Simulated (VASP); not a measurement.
# BaMg6Ti (P-6m2) in VASP: a series of runs

The runs below take BaMg6Ti through single point, with PBE.

Program: VASP 6.6.1. These are calculated values, not measurements. Logs are shortened: lines on timing, memory, paths and dates and some standing lists are left out, and cuts for length are marked.

### 1 The cell of the first run

It takes space group P-6m2 (No. 187, hexagonal). Conventional cell: a = 6.683 Å, b = 6.683 Å, c = 5.288 Å, α = 90.00°, β = 90.00°, γ = 120.00°. Ba (site symmetry -6m2) has 12 Mg at 3.35 Å within 4.4 Å. Ti (site symmetry -6m2) has 12 Mg at 3.18 to 3.34 Å within 4.2 Å. Within 4.0 Å of Mg (site symmetry mm2) lie 8 Mg at 3.06 to 3.62 Å and 2 Ti at 3.18 Å and 2 Ba at 3.35 Å. Within 4.1 Å of Mg (site symmetry mm2) lie 8 Mg at 3.13 to 3.55 Å and 2 Ti at 3.34 Å and 2 Ba at 3.35 Å.

### 2 Single point, PBE

The input, INCAR:

```
PREC = Accurate ; ENCUT = 520
EDIFF = 1E-6 ; ISMEAR = -1
SIGMA = 0.05 ; LREAL = F
LASPH = T ; NELM = 100
ALGO = Fast ; ISIF = 2
LWAVE = F ; LCHARG = F
GGA = PE ; NBANDS = 27
```

The input, KPOINTS:

```
regular mesh
0
Gamma
  5 5 5
```

The input, POSCAR:

```
BaMg6Ti
1.0
    6.6831597077      0.0000000000      0.0000000000
   -3.3415798538      5.7877860844      0.0000000000
    0.0000000000      0.0000000000      5.2877980000
Ba Ti Mg
1 1 6
Direct
    0.0000000000      0.0000000000      0.0000000000
    0.6666666667      0.3333333333      0.5000000000
    0.5140310000      0.4859690000      0.0000000000
    0.9719380000      0.4859690000      0.0000000000
    0.5140310000      0.0280620000      0.0000000000
    0.1770245000      0.8229755000      0.5000000000
    0.6459510000      0.8229755000      0.5000000000
    0.1770245000      0.3540490000      0.5000000000
```

Potentials or basis: VASP PAW PBE potentials, release 64 (Ba_sv, Ti_sv, Mg).

Run with:

```
$ cat potpaw_PBE.64/Ba_sv/POTCAR potpaw_PBE.64/Ti_sv/POTCAR potpaw_PBE.64/Mg/POTCAR > POTCAR
$ mpirun -np 1 vasp_std > vasp.out
```

OUTCAR:

```text
PREC = Accurate
   ENCUT = 520
   EDIFF = 1E-6
   ISMEAR = -1
   LREAL = F
   LASPH = T
   NELM = 100
   ISIF = 2
   GGA = PE

 ion  position               nearest neighbor table
   1  0.000  0.000  0.000-   6 3.35   6 3.35   8 3.35   8 3.35   7 3.35   7 3.35   4 3.35   4 3.35
                             5 3.35   5 3.35   3 3.35   3 3.35
   2  0.667  0.333  0.500-   5 3.18   5 3.18   4 3.18   4 3.18   3 3.18   3 3.18
   3  0.514  0.486  0.000-   5 3.06   4 3.06   2 3.18   2 3.18   7 3.29   7 3.29   8 3.29   8 3.29
                             1 3.35   1 3.35   5 3.62   4 3.62
   4  0.972  0.486  0.000-   3 3.06   5 3.06   2 3.18   2 3.18   8 3.29   8 3.29   6 3.29   6 3.29
                             1 3.35   1 3.35   3 3.62   5 3.62
   5  0.514  0.028  0.000-   3 3.06   4 3.06   2 3.18   2 3.18   7 3.29   7 3.29   6 3.29   6 3.29
                             1 3.35   1 3.35   3 3.62   4 3.62
   6  0.177  0.823  0.500-   8 3.13   7 3.13   4 3.29   4 3.29   5 3.29   5 3.29   1 3.35   1 3.35
                             8 3.55   7 3.55
   7  0.646  0.823  0.500-   6 3.13   8 3.13   5 3.29   5 3.29   3 3.29   3 3.29   1 3.35   1 3.35
                             6 3.55   8 3.55
   8  0.177  0.354  0.500-   6 3.13   7 3.13   4 3.29   4 3.29   3 3.29   3 3.29   1 3.35   1 3.35
                             6 3.55   7 3.55

  LATTYP: Found a hexagonal cell.
 ALAT       =     6.6831597077
 C/A-ratio  =     0.7912122755

  Lattice vectors:

 A1 = (   6.6831597077,   0.0000000000,   0.0000000000)
 A2 = (  -3.3415798538,   5.7877860844,   0.0000000000)
 A3 = (   0.0000000000,   0.0000000000,   5.2877980000)

Analysis of symmetry for initial positions (statically):
=====================================================================
 Subroutine PRICEL returns:
 Original cell was already a primitive cell.

 Routine SETGRP: Setting up the symmetry group for a
 hexagonal supercell.

 Subroutine GETGRP returns: Found 12 space group operations
 (whereof 12 operations were pure point group operations)
 out of a pool of 24 trial point group operations.

The static configuration has the point symmetry D_3h.

Analysis of symmetry for dynamics (positions and initial velocities):
=====================================================================
 Subroutine PRICEL returns:
 Original cell was already a primitive cell.

 Routine SETGRP: Setting up the symmetry group for a
 hexagonal supercell.

 Subroutine GETGRP returns: Found 12 space group operations
 (whereof 12 operations were pure point group operations)
 out of a pool of 24 trial point group operations.
[... 109 lines left out ...]
   ISIF   =      2    stress and relaxation
   ISYM   =      2    0-nonsym 1-usesym 2-fastsym
   POTIM  = 0.5000    time-step for ionic-motion
   TEBEG  =    0.0;   TEEND  =   0.0 temperature during run
   PSTRESS=    0.0 pullay stress
   NELECT =      34.0000    total number of electrons
   NUPDOWN=      -1.0000    fix difference up-down
   EMIN   =  10.00;   EMAX   =-10.00  energy-range for DOS
   EFERMI =   0.00;   METHOD = LEGACY
   ISMEAR =    -1;   SIGMA  =   0.05  broadening in eV -4-tet -1-fermi 0-gaus
   EFERMI_NEDOS =   21; number of points for ismear=-14 and -15
   IALGO  =     68    algorithm
   IMIX   =      4    mixing-type and parameters
     AMIX     =   0.40;   BMIX     =  1.00
     AMIX_MAG =   1.60;   BMIX_MAG =  1.00
  volume/ion in A,a.u.               =      25.57       172.53
  Fermi-wavevector in a.u.,A,eV,Ry     =   0.900143  1.701023 11.024217  0.810257
  Thomas-Fermi vector in A             =   2.023064
   LORBIT       =      0    0 simple, 1 ext, 2 COOP (PROOUT), +10 PAW based schemes
   GGA     = PE    functional components
   LHFCALC =     F    Hartree Fock is set to
   AEXX    =    0.0000 exact exchange contribution
   IVDW    =     0    specifies the selected vdW correction
   LEPSILON=     F    determine dielectric tensor
   LRPA    =     F    only Hartree local field effects (RPA)
 non-spin polarized calculation
 RMM-DIIS sequential band-by-band and
  energy-cutoff  :      520.00
  volume of cell :      204.54
 maximum number of plane-waves:      5526
 NGX is ok and might be reduce to    50
   NGX = 25   NGY = 25   NGZ = 19

 number of electron      33.9999998 magnetization

 Free energy of the ion-electron system (eV)
  ---------------------------------------------------
  ext. energy  EPLUGINS =         0.00000000
  ---------------------------------------------------
  free energy    TOTEN  =       -17.21001232 eV

  energy without entropy =      -17.13966288  energy(sigma->0) =      -17.17483760

 E-fermi :   2.7970     XC(G=0):  -8.7278

 val. band max:        2.7784874750   @ k =   0.2000  -0.0000   0.2000
 cond. band min:       2.8001612563   @ k =   0.2000   0.2000   0.0000
 fundamental gap:      0.0216737813
 Fermi energy:         2.7970281866

 k-point     1 :       0.0000    0.0000    0.0000
  band No.  band energies     occupation
      1     -54.4889      2.00000
      2     -30.7656      2.00000
      3     -30.7101      2.00000
      4     -30.7101      2.00000
      5     -24.8994      2.00000
      6     -10.3607      2.00000
[... 439 lines left out ...]
     26       5.8541      0.00000
     27       5.9241      0.00000

------------------------ aborting loop because EDIFF is reached ----------------------------------------

  FORCE on cell =-STRESS in cart. coord.  units (eV):
  Direction    XX          YY          ZZ          XY          YZ          ZX
  --------------------------------------------------------------------------------------
  -------------------------------------------------------------------------------------
  Total        0.1638681      0.1638681     -1.0759748      0.0000000      0.0000000      0.0000000
  in kB        1.2836180      1.2836180     -8.4283684      0.0000000      0.0000000      0.0000000
  external PRESSURE =      -1.9537108 kB  Pullay stress =       0.0000000 kB

 VOLUME and BASIS-vectors are now :
 -----------------------------------------------------------------------------
  energy-cutoff  :      520.00
  volume of cell :      204.54
      direct lattice vectors                 reciprocal lattice vectors
     6.683159708  0.000000000  0.000000000     0.149629822  0.086388818  0.000000000
    -3.341579854  5.787786084  0.000000000     0.000000000  0.172777636  0.000000000
     0.000000000  0.000000000  5.287798000     0.000000000  0.000000000  0.189114637

 POSITION                                       TOTAL-FORCE (eV/Angst)
 -----------------------------------------------------------------------------------
      0.00000      0.00000      0.00000         0.000000      0.000000      0.000000
      3.34158      1.92926      2.64390         0.000000     -0.000000      0.000000
      1.81145      2.81268      0.00000        -0.127031      0.073342     -0.000000
      4.87171      2.81268      0.00000         0.127031      0.073342     -0.000000
      3.34158      0.16242      0.00000        -0.000000     -0.146683      0.000000
     -1.56696      4.76321      2.64390         0.009673     -0.005585      0.000000
      1.56696      4.76321      2.64390        -0.009673     -0.005585      0.000000
      0.00000      2.04916      2.64390         0.000000      0.011170      0.000000
 -----------------------------------------------------------------------------------
    total drift:                               -0.000001      0.000001      0.000000

  FREE ENERGIE OF THE ION-ELECTRON SYSTEM (eV)
  ---------------------------------------------------
  free  energy   TOTEN  =       -17.2100123164 eV

  energy  without entropy=      -17.1396628822  energy(sigma->0) =      -17.17483760
```

OSZICAR:

```text
N       E                     dE             d eps       ncg     rms          rms(c)
DAV:   1     0.199291043531E+03    0.19929E+03   -0.13836E+04   866   0.107E+03
DAV:   2     0.457503568870E+01   -0.19472E+03   -0.18607E+03  1028   0.231E+02
DAV:   3    -0.188787993074E+02   -0.23454E+02   -0.22818E+02  1241   0.731E+01
DAV:   4    -0.207572229757E+02   -0.18784E+01   -0.18597E+01  1209   0.162E+01
[... 31 lines left out ...]
RMM:  36    -0.172100078741E+02   -0.16691E-05   -0.18901E-05   964   0.117E-02    0.580E-03
RMM:  37    -0.172100093902E+02   -0.15161E-05   -0.17147E-05   911   0.106E-02    0.603E-03
RMM:  38    -0.172100105083E+02   -0.11181E-05   -0.12813E-05   875   0.967E-03    0.714E-03
RMM:  39    -0.172100115456E+02   -0.10373E-05   -0.11939E-05   868   0.917E-03    0.730E-03
RMM:  40    -0.172100123164E+02   -0.77078E-06   -0.90753E-06   853   0.879E-03
   1 F= -.17210012E+02 E0= -.17174838E+02  d E =-.703494E-01
```

stdout:

```text
POSCAR found type information on POSCAR BaTiMg
 POSCAR found :  3 types and       8 ions
 scaLAPACK will be used
 LDA part: xc-table for (Slater+PW92), standard interpolation
 POSCAR, INCAR and KPOINTS ok, starting setup
 FFT: planning ... GRIDC
 FFT: planning ... GRID_SOFT
 FFT: planning ... GRID
 WAVECAR not read
 entering main loop
WARNING in EDDRMM: call to ZHEGV failed, returncode =   6  3     11
```

Run time: 9.8 min. Hardware: 1 thread of AMD EPYC 7R13, shared host; peak memory 0.34 GiB.

Results:

```
Free energy            : -17.2100 eV
Pressure               : -0.2 GPa
Largest force          : 0.147 eV/Å
Band gap on the k mesh : zero (bands 17 and 18 overlap by 0.19 eV)
```

Forces on the atoms (eV/Å):
```
Ba   0.000  0.000  0.000
Ti   0.000  0.000  0.000
Mg  -0.127  0.073  0.000
Mg   0.127  0.073  0.000
Mg   0.000 -0.147  0.000
Mg   0.010 -0.006  0.000
Mg  -0.010 -0.006  0.000
Mg   0.000  0.011  0.000
```

Levels at points of the mesh, in eV from the Fermi level:
```csv
k point,band 14,band 15,band 16,band 17,band 18,band 19,band 20,band 21
"(0.00, 0.00, 0.00)",-0.89,-0.89,-0.56,0.09,0.09,0.45,1.11,1.16
```

Caveat: spin-orbit coupling is left out, which moves the levels of the heavy elements.

[end of part 1 of 2]
